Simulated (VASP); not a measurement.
KCl:

```
CELL_PARAMETERS angstrom
0.00000 3.14485 3.14485
3.14485 0.00000 3.14485
3.14485 3.14485 0.00000
ATOMIC_POSITIONS crystal
K 0.00000 0.00000 0.00000
Cl 0.50000 0.50000 0.50000
```

Base run:

```yaml
Program: VASP 6.6.1
Functional: r2SCAN
Potentials_or_basis: VASP PAW PBE potentials, release 64 (K_sv, Cl)
Cutoff: 520 eV
k_mesh: 8 × 8 × 8
Occupations: gaussian, width 0.01 eV
Spin: no spin polarisation
```

Its results: band gap on the k mesh 5.84 eV, direct; pressure 0.0 GPa.

The run is repeated on the same cell with these changes: functional from r2SCAN to PBE; k mesh from 8 × 8 × 8 to 4 × 4 × 4. What comes out?

Band gap on the k mesh 5.19 eV, direct; pressure 0.8 GPa.

Several settings changed at once, so the effect can't be laid on one alone.

Caveats: some runs use coarse meshes; the PAW data sets were made with another functional, which shifts forces and pressure a little (some runs).

A k mesh can miss the band edges.
